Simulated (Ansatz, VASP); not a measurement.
**Two plane-wave programs on RbBr**

```
Rb Br
1.0
     4.12608    0.00000    0.00000
     0.00000    4.12608    0.00000
     0.00000    0.00000    4.12608
Rb Br
1 1
Direct
  0.00000 0.00000 0.00000
  0.50000 0.50000 0.50000
```

Alike in both runs: task relaxation of cell and atoms; functional revPBE; k mesh 6 × 6 × 6; no spin polarisation.

```csv
,VASP,Ansatz
version,VASP 6.6.1,Ansatz 0.2.0
potentials or method,"VASP PAW PBE potentials, release 64 (Rb_sv, Br)","PAW with Ansatz's default frozen-core files, scalar-relativistic"
plane-wave cutoff (eV),600,420
occupations,"gaussian, width 0.01 eV",fixed
valence electrons in the cell,16,16
```

Ansatz gave:

```
relaxed volume (Å³/atom)                                     : 40.51
relaxed cell length with the largest relative difference (Å) : 4.327
```

Question: Estimate VASP's values.

Answer: Relaxed volume (Å³/atom): 40.60; relaxed cell length with the largest relative difference (Å): 4.330.

VASP's potentials were made for PBE, not for revPBE.

Noted on VASP's run: the volume moved by over 15 % at a fixed basis, so the end points are rough.
